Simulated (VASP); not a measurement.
Wanted: the native input for a VASP 6.6.1 run.

* Task: single point
* Functional: PBE
* Potentials or basis: VASP PAW PBE potentials, release 64 (Si, C)
* Cutoff: 520 eV
* k mesh: 12 × 12 × 6
* Occupations: gaussian, width 0.05 eV
* Spin: no spin polarisation
* Dipole correction: no
* Further INCAR settings: ALGO = Normal; EDIFF = 1e-06; NBANDS = 16

The structure of SiC lies in POSCAR:

```
SiC
1.0
    3.0137421920      0.0000000000      0.0000000000
   -1.5068710960      2.6099772987      0.0000000000
    0.0000000000      0.0000000000      5.3409539127
Si C
2 2
Direct
    0.3333333333      0.6666666667      0.0045639005
    0.6666666667      0.3333333333      0.5045639005
    0.3333333333      0.6666666667      0.3804360995
    0.6666666667      0.3333333333      0.8804360995
```

This cell differs from its parent crystal: c/a of the conventional cell at fixed volume 1.7722.

These files were run (other wordings do the same):

INCAR

```
SYSTEM = SiC
ALGO     = Normal         ! electronic algorithm
EDIFF    = 1E-6           ! SCF threshold, eV
ENCUT    = 520            ! plane-wave cutoff, eV
GGA      = PE             ! functional
ISIF     = 2              ! what is computed and relaxed
ISMEAR   = 0              ! smearing method
LASPH    = .TRUE.         ! aspherical terms in the spheres
LCHARG   = .FALSE.        ! write CHGCAR
LREAL    = .FALSE.        ! projectors in reciprocal space
LWAVE    = .FALSE.        ! write WAVECAR
NBANDS   = 16             ! bands
NELM     = 100            ! most SCF steps
PREC     = Accurate       ! precision mode
SIGMA    = 0.05           ! smearing width, eV
```

KPOINTS

```
k-points
0
G
  12 12 6
  0 0 0
```

Potentials or basis: VASP PAW PBE potentials, release 64 (Si, C).

Launch:

```console
$ cat potpaw_PBE.64/Si/POTCAR potpaw_PBE.64/C/POTCAR > POTCAR
$ mpirun -np 1 vasp_std > vasp.out
```

It gave:

```yaml
Pressure: 1.9 GPa
Largest_force: 0.426 eV/Å
Band_gap_on_the_k_mesh: 2.01 eV, indirect (least direct gap 4.28 eV)
```

Wall time 86 s on 1 thread of AMD EPYC 7R43 64-Core Processor (Zen 3) (shared host), peak memory 0.14 GiB.
